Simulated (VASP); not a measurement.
Sn2TeSe:

```
Se Sn Te
1.0
     4.00569    0.00000    0.00000
     0.00000    4.00569    0.00000
     0.00000    0.00000    5.66490
Se Sn Te
1 2 1
Direct
  0.00000 0.00000 0.00000
  0.00000 0.00000 0.50000
  0.50000 0.50000 0.00000
  0.50000 0.50000 0.50000
```

* Program: VASP 6.6.1
* Task: relaxation of cell and atoms
* Functional: PBE
* Potentials or basis: VASP PAW PBE potentials, release 64 (Se, Sn_d, Te)
* Cutoff: 600 eV
* k mesh: 6 × 6 × 4
* Occupations: fermi-dirac, width 0.02 eV
* Spin: no spin polarisation

At the start: pressure 24.4 GPa; volume 22.72 Å³/atom.

How do energy, volume and symmetry change on relaxing?

Over 5 steps the energy falls by 450.4 meV/atom and the volume is 30.45 Å³/atom (+34.0 %); space group P4/mmm (No. 123, to 0.05 Å).

The path:
```csv
step,energy change (eV),largest force (eV/Å),pressure (GPa),volume (Å³)
1,0.0000,0.0000,24.37,90.90
2,-1.3798,0.0000,-5.13,144.37
3,-1.8014,0.0000,0.17,121.33
4,-1.8016,0.0000,-0.06,122.00
5,-1.8016,0.0000,0.00,121.81
```

Final structure:
```cif
data_structure
_symmetry_space_group_name_H-M 'P 1'
_symmetry_Int_Tables_number 1
_cell_length_a 4.4082
_cell_length_b 4.4082
_cell_length_c 6.2684
_cell_angle_alpha 90.000
_cell_angle_beta 90.000
_cell_angle_gamma 90.000
_cell_volume 121.81
loop_
_atom_site_label
_atom_site_type_symbol
_atom_site_fract_x
_atom_site_fract_y
_atom_site_fract_z
_atom_site_occupancy
Se1 Se 0.00000 0.00000 0.00000 1
Sn1 Sn 0.00000 0.00000 0.50000 1
Sn2 Sn 0.50000 0.50000 0.00000 1
Te1 Te 0.50000 0.50000 0.50000 1
```

Caveat: the volume moved by over 15 % at a fixed basis, so the end points are rough.
